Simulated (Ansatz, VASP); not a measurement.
## Two plane-wave programs on C

Contents of INCAR:

```
PREC     = Accurate       # precision mode
ENCUT    = 520            # plane-wave cutoff, eV
EDIFF    = 1E-6           # SCF threshold, eV
ISMEAR   = 1              # smearing method
SIGMA    = 0.02           # smearing width, eV
LREAL    = F              # projectors in reciprocal space
LASPH    = T              # aspherical terms in the spheres
NELM     = 60             # most SCF steps
ALGO     = Normal         # electronic algorithm
ISIF     = 2              # what is computed and relaxed
LWAVE    = F              # write WAVECAR
LCHARG   = F              # write CHGCAR
NBANDS   = 16             # bands
```

KPOINTS

```
Automatic mesh
0
Gamma
  18 18 6
```

POSCAR

```
C
1.0
    1.2280479700     -2.1270618200      0.0000000000
    1.2280479700      2.1270618200      0.0000000000
    0.0000000000      0.0000000000      7.1732677600
C
4
Direct
    0.0833794600      0.9166205400      0.7531376000
    0.5833794600      0.4166205400      0.2468624000
    0.9166205400      0.0833794600      0.2468624000
    0.4166205400      0.5833794600      0.7531376000
```

Input for Ansatz:

```yaml
crystal:
  lattice:
    - [1.22804797, -2.12706182, 0.0]
    - [1.22804797, 2.12706182, 0.0]
    - [0.0, 0.0, 7.17326776]
  atoms:
    - { symbol: C, position: [0.08337946, 0.91662054, 0.7531376] }
    - { symbol: C, position: [0.58337946, 0.41662054, 0.2468624] }
    - { symbol: C, position: [0.91662054, 0.08337946, 0.2468624] }
    - { symbol: C, position: [0.41662054, 0.58337946, 0.7531376] }
basis:
  ecutwfc: 420
kpoints:
  mp_grid: { grid: [18, 18, 6] }
hamiltonian:
  xc: lda
scf:
  occupations: { method: methfessel_paxton, width: 0.02 }
output:
  forces: true
  stress: true
  eigenvalues: true
```

Alike in both runs: task single point; functional LDA; k mesh 18 × 18 × 6; occupations methfessel-paxton of order 1, width 0.02 eV; no spin polarisation.

|  | VASP | Ansatz |
| --- | --- | --- |
| version | VASP 6.6.1 | Ansatz 0.2.0 |
| potentials or method | VASP PAW LDA potentials, release 64 (C), cutoff 520 eV | scalar-relativistic, plane waves, PAW |
| valence electrons in the cell | 16 | 16 |

```tsv
	VASP	Ansatz	Ansatz less VASP
gap on the k mesh at the Fermi level (eV)	0.02	0.02	0.000
least direct gap on the mesh (eV)	0.02	0.02	0.000
pressure (GPa)	-3.2	-3.9	-0.73
traceless stress, the component that is largest in VASP (GPa)	1.94	2.82	+0.876
rms of the force components (eV/Å)	0.016	0.016	0.0000
```

LDA's correlation is that of Perdew and Zunger in VASP and of Perdew and Wang (1992) in Ansatz. Atom by atom the forces differ by 0.000 eV/Å (rms over components).
